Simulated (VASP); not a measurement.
# MoS2 (P6_3/mmc) in VASP: a series of runs, part 3 of 3

VASP 6.6.1.

## Step 4: Electric field gradients, PBE (zz strain of +2 %)

INCAR reads:

```
PREC = Accurate
ENCUT = 520
EDIFF = 1E-8
ISMEAR = -1
SIGMA = 0.03
LREAL = False
LASPH = True
NELM = 100
ALGO = Normal
ISIF = 2
LWAVE = False
LCHARG = False
GGA = PE
LEFG = True
NBANDS = 35
```

KPOINTS reads:

```
Automatic mesh
0
Gamma
  10 10 3
```

POSCAR reads:

```
MoS2
1.0
    3.1610016016      0.0000000000      0.0000000000
   -1.5805008008      2.7375076884      0.0000000000
    0.0000000000      0.0000000000     12.5409000000
Mo S
2 4
Direct
    0.3333333333      0.6666666667      0.2500000000
    0.6666666667      0.3333333333      0.7500000000
    0.3333333333      0.6666666667      0.6275000000
    0.6666666667      0.3333333333      0.1275000000
    0.3333333333      0.6666666667      0.8725000000
    0.6666666667      0.3333333333      0.3725000000
```

Potentials or basis: VASP PAW PBE potentials, release 64 (Mo_sv, S).

Started as:

```
> cat potpaw_PBE.64/Mo_sv/POTCAR potpaw_PBE.64/S/POTCAR > POTCAR
> mpirun -np 1 vasp_std > vasp.out
```

OUTCAR:

```text
PREC = Accurate
   ENCUT = 520
   EDIFF = 1E-8
   ISMEAR = -1
   LREAL = False
   LASPH = True
   NELM = 100
   ISIF = 2
   GGA = PE

 ion  position               nearest neighbor table
   1  0.333  0.667  0.250-   4 2.39   6 2.39   4 2.39   6 2.39   4 2.39   6 2.39
   2  0.667  0.333  0.750-   3 2.39   5 2.39   3 2.39   5 2.39   3 2.39   5 2.39
   3  0.333  0.667  0.627-   2 2.39   2 2.39   2 2.39
   4  0.667  0.333  0.127-   1 2.39   1 2.39   1 2.39
   5  0.333  0.667  0.873-   2 2.39   2 2.39   2 2.39
   6  0.667  0.333  0.373-   1 2.39   1 2.39   1 2.39

  LATTYP: Found a hexagonal cell.
 ALAT       =     3.1610016016
 C/A-ratio  =     3.9673817291

  Lattice vectors:

 A1 = (   3.1610016016,   0.0000000000,   0.0000000000)
 A2 = (  -1.5805008008,   2.7375076884,   0.0000000000)
 A3 = (   0.0000000000,   0.0000000000,  12.5409000000)

Analysis of symmetry for initial positions (statically):
=====================================================================
 Subroutine PRICEL returns:
 Original cell was already a primitive cell.

 Routine SETGRP: Setting up the symmetry group for a
 hexagonal supercell.

 Subroutine GETGRP returns: Found 24 space group operations
 (whereof 12 operations were pure point group operations)
 out of a pool of 24 trial point group operations.

The static configuration has the point symmetry D_3d.
 The point group associated with its full space group is D_6h.

Analysis of symmetry for dynamics (positions and initial velocities):
=====================================================================
 Subroutine PRICEL returns:
 Original cell was already a primitive cell.

 Routine SETGRP: Setting up the symmetry group for a
 hexagonal supercell.

 Subroutine GETGRP returns: Found 24 space group operations
 (whereof 12 operations were pure point group operations)
 out of a pool of 24 trial point group operations.

The dynamic configuration has the point symmetry D_3d.
 The point group associated with its full space group is D_6h.

 Subroutine INISYM returns: Found 24 space group operations
 (whereof 12 operations are pure point group operations),
 and found     1 'primitive' translations

----------------------------------------------------------------------------------------

                                     Primitive cell

  volume of cell :     108.5197

  direct lattice vectors                    reciprocal lattice vectors
     3.161001602  0.000000000  0.000000000     0.316355423  0.182647889  0.000000000
    -1.580500801  2.737507688  0.000000000     0.000000000  0.365295778  0.000000000
     0.000000000  0.000000000 12.540900000     0.000000000  0.000000000  0.079739094

  length of vectors
     3.161001602  3.161001602 12.540900000     0.365295778  0.365295778  0.079739094

  position of ions in fractional coordinates (direct lattice)
     0.333333333  0.666666667  0.250000000
     0.666666667  0.333333333  0.750000000
     0.333333333  0.666666667  0.627500000
     0.666666667  0.333333333  0.127500000
     0.333333333  0.666666667  0.872500000
     0.666666667  0.333333333  0.372500000

  ion indices of the primitive-cell ions
   primitive index   ion index
[... 103 lines left out ...]
   GGA     = PE    functional components
   LHFCALC =     F    Hartree Fock is set to
   AEXX    =    0.0000 exact exchange contribution
   IVDW    =     0    specifies the selected vdW correction
   LEPSILON=     F    determine dielectric tensor
   LRPA    =     F    only Hartree local field effects (RPA)
 non-spin polarized calculation
  energy-cutoff  :      520.00
  volume of cell :      108.52
 maximum number of plane-waves:      2940
 NGX is ok and might be reduce to    24
   NGX = 11   NGY = 11   NGZ = 47

 number of electron      51.9999995 magnetization

 Free energy of the ion-electron system (eV)
  ---------------------------------------------------
  ext. energy  EPLUGINS =         0.00000000
  ---------------------------------------------------
  free energy    TOTEN  =       -43.60238670 eV

  energy without entropy =      -43.60238670  energy(sigma->0) =      -43.60238670

 E-fermi :   7.8208     XC(G=0): -10.6786

 val. band max:        7.3245354195   @ k =   0.0000   0.0000   0.0000
 cond. band min:       8.3887360816   @ k =   0.2000   0.2000   0.0000
 fundamental gap:      1.0642006621
 Fermi energy:         7.8208072712

 k-point     1 :       0.0000    0.0000    0.0000
  band No.  band energies     occupation
      1     -54.1691      2.00000
      2     -54.1691      2.00000
      3     -28.3336      2.00000
      4     -28.3335      2.00000
      5     -28.1106      2.00000
      6     -28.1106      2.00000
[... 901 lines left out ...]
     34      11.1626      0.00000
     35      13.2456      0.00000

 [... further k-points ...]

------------------------ aborting loop because EDIFF is reached ----------------------------------------

  FORCE on cell =-STRESS in cart. coord.  units (eV):
  Direction    XX          YY          ZZ          XY          YZ          ZX
  --------------------------------------------------------------------------------------
  -------------------------------------------------------------------------------------
  Total        2.9034733      2.9034733      4.7725366     -0.0000000     -0.0000000      0.0000000
  in kB       42.8666601     42.8666601     70.4613696     -0.0000000     -0.0000000      0.0000000
  external PRESSURE =      52.0648966 kB  Pullay stress =       0.0000000 kB

 VOLUME and BASIS-vectors are now :
 -----------------------------------------------------------------------------
  energy-cutoff  :      520.00
  volume of cell :      108.52
      direct lattice vectors                 reciprocal lattice vectors
     3.161001602  0.000000000  0.000000000     0.316355423  0.182647889  0.000000000
    -1.580500801  2.737507688  0.000000000     0.000000000  0.365295778  0.000000000
     0.000000000  0.000000000 12.540900000     0.000000000  0.000000000  0.079739094

 POSITION                                       TOTAL-FORCE (eV/Angst)
 -----------------------------------------------------------------------------------
     -0.00000      1.82501      3.13523        -0.000000     -0.000000     -0.000000
      1.58050      0.91250      9.40568         0.000000     -0.000000     -0.000000
     -0.00000      1.82501      7.86941         0.000000      0.000000     -0.581773
      1.58050      0.91250      1.59896        -0.000000      0.000000     -0.581773
     -0.00000      1.82501     10.94194        -0.000000      0.000000      0.581773
      1.58050      0.91250      4.67149         0.000000      0.000000      0.581773
 -----------------------------------------------------------------------------------
    total drift:                               -0.000000      0.000000     -0.000000

  FREE ENERGIE OF THE ION-ELECTRON SYSTEM (eV)
  ---------------------------------------------------
  free  energy   TOTEN  =       -43.6023866966 eV

  energy  without entropy=      -43.6023866961  energy(sigma->0) =      -43.60238670

 Electric field gradients (V/A^2)
---------------------------------------------------------------------
 ion       V_xx      V_yy      V_zz      V_xy      V_xz      V_yz
---------------------------------------------------------------------
   1      42.734    42.733   -85.467    -0.001     0.000    -0.000
   2      42.734    42.733   -85.467    -0.001    -0.000     0.000
   3      28.783    28.784   -57.567     0.000     0.000    -0.000
   4      28.783    28.784   -57.567     0.000    -0.000     0.000
   5      28.783    28.784   -57.567     0.000    -0.000     0.000
   6      28.783    28.784   -57.567     0.000     0.000    -0.000
---------------------------------------------------------------------

 Electric field gradients after diagonalization (V/A^2)
 (convention: |V_zz| > |V_xx| > |V_yy|)
----------------------------------------------------------------------
 ion       V_xx      V_yy      V_zz     asymmetry (V_yy - V_xx)/ V_zz
----------------------------------------------------------------------
   1      42.735    42.733   -85.467       0.000
   2      42.735    42.733   -85.467       0.000
   3      28.784    28.783   -57.567       0.000
   4      28.784    28.783   -57.567       0.000
   5      28.784    28.783   -57.567       0.000
   6      28.784    28.783   -57.567       0.000
----------------------------------------------------------------------

           NMR quadrupolar parameters

 Cq : quadrupolar parameter    Cq=e*Q*V_zz/h
 eta: asymmetry parameters     (V_yy - V_xx)/ V_zz
 Q  : nuclear electric quadrupole moment in mb (millibarn)
----------------------------------------------------------------------
 ion       Cq(MHz)       eta       Q (mb)
----------------------------------------------------------------------
   1      -0.207       0.000       1.000
   2      -0.207       0.000       1.000
   3      -0.139       0.000       1.000
   4      -0.139       0.000       1.000
   5      -0.139       0.000       1.000
   6      -0.139       0.000       1.000
----------------------------------------------------------------------
```

Wall time 52 s (1 thread of AMD EPYC 9R45 (Zen 5), shared host); peak memory 0.23 GiB.

What came out:

```
Free energy            : -43.6024 eV
Pressure               : 5.2 GPa
Largest force          : 0.582 eV/Å
Band gap on the k mesh : 1.06 eV, indirect (least direct gap 1.90 eV)
```

Forces in eV/Å, atoms in the order of the input:
```
Mo   0.000  0.000  0.000
Mo   0.000  0.000  0.000
S    0.000  0.000 -0.582
S    0.000  0.000 -0.582
S    0.000  0.000  0.582
S    0.000  0.000  0.582
```

Stress tensor (GPa, compression positive):
```
4.29 0.00 0.00
0.00 4.29 0.00
0.00 0.00 7.05
```

Electric field gradients, principal values (V/Å²):
```csv
atom,least,middle,greatest (by size)
1 Mo,42.733,42.735,-85.467
2 Mo,42.733,42.735,-85.467
3 S,28.783,28.784,-57.567
4 S,28.783,28.784,-57.567
5 S,28.783,28.784,-57.567
6 S,28.783,28.784,-57.567
```

Caveat: the cell differs from its parent crystal (zz strain of +2 %); without QUAD_EFG the Cq values of the log hold for a quadrupole moment of 1 mb, not for the nuclei; this functional lacks dispersion, which binds the layers, so the pressure and a relaxed spacing across them are unreliable.

## Step 5: Electric field gradients, PBE

This run uses another cell than the first one, of 17.73 Å³/atom, 1.031 times its volume.

INCAR reads:

```
PREC = Accurate
ENCUT = 520
EDIFF = 1E-8
ISMEAR = -1
SIGMA = 0.03
LREAL = F
LASPH = T
NELM = 60
ALGO = Normal
ISIF = 2
LWAVE = F
LCHARG = F
GGA = PE
LEFG = T
NBANDS = 35
```

KPOINTS reads:

```
regular mesh
0
Gamma
  10 10 3
```

Edit POSCAR of step 4 so:

```diff
@@ -4,3 +4,3 @@
    -1.5805008008      2.7375076884      0.0000000000
-    0.0000000000      0.0000000000     12.5409000000
+    0.0000000000      0.0000000000     12.2950000000
 Mo S
```

Potentials or basis: VASP PAW PBE potentials, release 64 (Mo_sv, S).

Started as:

```
> cat potpaw_PBE.64/Mo_sv/POTCAR potpaw_PBE.64/S/POTCAR > POTCAR
> mpirun -np 1 vasp_std > vasp.out
```

OUTCAR:

```text
PREC = Accurate
   ENCUT = 520
   EDIFF = 1E-8
   ISMEAR = -1
   LREAL = F
   LASPH = T
   NELM = 60
   ISIF = 2
   GGA = PE

 ion  position               nearest neighbor table
   1  0.333  0.667  0.250-   4 2.37   6 2.37   4 2.37   6 2.37   4 2.37   6 2.37
   2  0.667  0.333  0.750-   3 2.37   5 2.37   3 2.37   5 2.37   3 2.37   5 2.37
   3  0.333  0.667  0.627-   2 2.37   2 2.37   2 2.37
   4  0.667  0.333  0.127-   1 2.37   1 2.37   1 2.37
   5  0.333  0.667  0.873-   2 2.37   2 2.37   2 2.37
   6  0.667  0.333  0.373-   1 2.37   1 2.37   1 2.37

  LATTYP: Found a hexagonal cell.
 ALAT       =     3.1610016016
 C/A-ratio  =     3.8895899305

  Lattice vectors:

 A1 = (   3.1610016016,   0.0000000000,   0.0000000000)
 A2 = (  -1.5805008008,   2.7375076884,   0.0000000000)
 A3 = (   0.0000000000,   0.0000000000,  12.2950000000)

Analysis of symmetry for initial positions (statically):
=====================================================================
 Subroutine PRICEL returns:
 Original cell was already a primitive cell.

[... 1127 lines left out ...]
 -----------------------------------------------------------------------------------
    total drift:                                0.000000     -0.000000      0.000000

  FREE ENERGIE OF THE ION-ELECTRON SYSTEM (eV)
  ---------------------------------------------------
  free  energy   TOTEN  =       -43.4682508728 eV

  energy  without entropy=      -43.4682508605  energy(sigma->0) =      -43.46825087

 Electric field gradients (V/A^2)
---------------------------------------------------------------------
 ion       V_xx      V_yy      V_zz      V_xy      V_xz      V_yz
---------------------------------------------------------------------
   1      46.720    46.719   -93.439    -0.001    -0.000     0.000
   2      46.720    46.719   -93.439    -0.001     0.000    -0.000
   3      30.955    30.956   -61.911     0.000     0.000    -0.000
   4      30.955    30.956   -61.911     0.000    -0.000     0.000
   5      30.955    30.956   -61.911     0.000    -0.000     0.000
   6      30.955    30.956   -61.911     0.000     0.000    -0.000
---------------------------------------------------------------------

 Electric field gradients after diagonalization (V/A^2)
 (convention: |V_zz| > |V_xx| > |V_yy|)
----------------------------------------------------------------------
 ion       V_xx      V_yy      V_zz     asymmetry (V_yy - V_xx)/ V_zz
----------------------------------------------------------------------
   1      46.721    46.719   -93.439       0.000
   2      46.721    46.719   -93.439       0.000
   3      30.956    30.955   -61.911       0.000
   4      30.956    30.955   -61.911       0.000
   5      30.956    30.955   -61.911       0.000
   6      30.956    30.955   -61.911       0.000
----------------------------------------------------------------------

           NMR quadrupolar parameters

 Cq : quadrupolar parameter    Cq=e*Q*V_zz/h
 eta: asymmetry parameters     (V_yy - V_xx)/ V_zz
 Q  : nuclear electric quadrupole moment in mb (millibarn)
----------------------------------------------------------------------
 ion       Cq(MHz)       eta       Q (mb)
----------------------------------------------------------------------
   1      -0.226       0.000       1.000
   2      -0.226       0.000       1.000
   3      -0.150       0.000       1.000
   4      -0.150       0.000       1.000
   5      -0.150       0.000       1.000
   6      -0.150       0.000       1.000
----------------------------------------------------------------------
```

stdout:

```text
POSCAR found type information on POSCAR MoS
 POSCAR found :  2 types and       6 ions
 scaLAPACK will be used
 LDA part: xc-table for (Slater+PW92), standard interpolation
 POSCAR, INCAR and KPOINTS ok, starting setup
 FFT: planning ... GRIDC
 FFT: planning ... GRID_SOFT
 FFT: planning ... GRID
 WAVECAR not read
 entering main loop
ion   1

ion   2

ion   3

ion   4

ion   5

ion   6
```

It took 2.8 min on 1 thread of AMD EPYC 7R13 (Zen 3), shared host; peak memory 0.23 GiB.

What came out:

```yaml
Free_energy: -43.4683 eV
Pressure: 8.7 GPa
Largest_force: 1.197 eV/Å
Band_gap_on_the_k_mesh: 0.88 eV, indirect (least direct gap 1.87 eV)
```

Forces in eV/Å, atoms in the order of the input:
```
Mo   0.000  0.000  0.000
Mo   0.000  0.000  0.000
S    0.000  0.000 -1.197
S    0.000  0.000 -1.197
S    0.000  0.000  1.197
S    0.000  0.000  1.197
```

Stress tensor (GPa, compression positive):
```
 6.53  0.00  0.00
 0.00  6.53  0.00
 0.00  0.00 13.11
```

Levels at points of the mesh, in eV from the valence-band top:
| k point | band 22 | band 23 | band 24 | band 25 | band 26 | band 27 | band 28 | band 29 | band 30 | band 31 |
| --- | --- | --- | --- | --- | --- | --- | --- | --- | --- | --- |
| (0.00, 0.00, 0.00) | -2.55 | -2.55 | -1.32 | -1.12 | 0.00 | 1.99 | 1.99 | 2.01 | 2.01 | 2.32 |
| (0.50, 0.00, 0.00) | -2.55 | -2.04 | -1.89 | -1.57 | -1.44 | 1.41 | 1.45 | 1.91 | 2.10 | 2.91 |

Electric field gradients, principal values (V/Å²):
```csv
atom,least,middle,greatest (by size)
1 Mo,46.719,46.721,-93.439
2 Mo,46.719,46.721,-93.439
3 S,30.955,30.956,-61.911
4 S,30.955,30.956,-61.911
5 S,30.955,30.956,-61.911
6 S,30.955,30.956,-61.911
```

Caveat: without QUAD_EFG the Cq values of the log hold for a quadrupole moment of 1 mb, not for the nuclei; this functional lacks dispersion, which binds the layers, so the pressure and a relaxed spacing across them are unreliable; forces of over 1 eV/Å act on the atoms, so gaps and moduli don't describe the material at rest.

## Step 6: Overview

```tsv
cell	gap on the mesh (eV)	pressure (GPa)	largest force (eV/Å)
a = 3.161, b = 3.161, c = 11.926 Å, angles 90.0, 90.0, 120.0°, 6 atoms	0.48	14.7	2.20
a = 3.161, b = 3.161, c = 12.541 Å, angles 90.0, 90.0, 120.0°, 6 atoms	1.06	5.2	0.58
a = 3.161, b = 3.161, c = 12.295 Å, angles 90.0, 90.0, 120.0°, 6 atoms	0.88	8.7	1.20
```

Alike in all rows: task electric field gradients; level PBE; potentials or basis VASP PAW PBE potentials, release 64 (Mo_sv, S); no spin polarisation; k mesh 10 × 10 × 3; cutoff (eV) 520; smearing fermi-dirac 0.03 eV.

Caveats: this functional lacks dispersion, which binds the layers, so the pressure and a relaxed spacing across them are unreliable; forces of over 1 eV/Å act on the atoms, so gaps and moduli don't describe the material at rest (some runs).

Total energies depend on the potentials used, so only differences within one code and one set of settings carry meaning.
